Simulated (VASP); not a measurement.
Al2Cu: single point with PBE

The system is Al2Cu.

```
Al Cu
1.0
     4.12116    0.00000    0.00000
     0.00000    4.12116    0.00000
     0.00000    0.00000    2.88473
Al Cu
2 1
Cartesian
  2.0979 0.0081 1.4424
  -0.4880 2.0251 1.4424
  0.1914 0.0117 0.0000
```

This cell differs from its parent crystal: atoms displaced along a vibrational mode.

- Program: VASP 6.6.1
- Task: single point
- Functional: PBE
- Potentials or basis: VASP PAW PBE potentials, release 64 (Al, Cu)
- Cutoff: 520 eV
- k mesh: 10 × 10 × 14
- Occupations: gaussian, width 0.15 eV
- Spin: no spin polarisation
- Dipole correction: no
- Further INCAR settings: ALGO = Fast; EDIFF = 1e-07; NBANDS = 16

```
Pressure               : 3.7 GPa
Largest force          : 1.326 eV/Å
Band gap on the k mesh : zero (an odd number of electrons rules out a gap without spin polarisation)
```

Forces on the atoms (eV/Å):
```
Al  -0.219 -0.240  0.000
Al   1.250  0.444  0.000
Cu  -1.031 -0.204  0.000
```

Stress tensor (GPa, compression positive):
```
 6.94  0.87  0.00
 0.87  4.20  0.00
 0.00  0.00 -0.13
```

Levels at points of the mesh, in eV from the Fermi level:
```tsv
k point	band 7	band 8	band 9	band 10	band 11	band 12
(0.00, 0.00, 0.00)	-2.24	-2.12	-0.13	0.54	5.85	6.16
(0.50, 0.00, 0.00)	-3.65	-0.68	1.14	1.37	2.47	7.64
(0.00, 0.50, 0.00)	-3.69	-1.01	0.55	1.97	3.01	7.53
(0.50, 0.50, 0.00)	-3.83	-3.68	-2.57	8.42	8.55	9.48
(0.00, 0.00, 0.50)	-2.77	1.88	1.98	2.04	2.98	3.59
(0.50, 0.00, 0.50)	-3.23	-1.99	-1.86	2.42	4.48	5.04
(0.00, 0.50, 0.50)	-2.67	-2.20	-1.87	3.83	3.89	4.17
(0.50, 0.50, 0.50)	-2.32	-1.71	-1.67	-0.46	-0.27	0.79
```

Wall time 2 min on 1 thread of Intel(R) Xeon(R) 6975P-C (Granite Rapids), on a shared host, peak memory 0.41 GiB.

Caveat: the cell differs from its parent crystal (atoms displaced along a vibrational mode); the cell stands under pressure; forces of over 1 eV/Å act on the atoms, so gaps and moduli don't describe the material at rest.
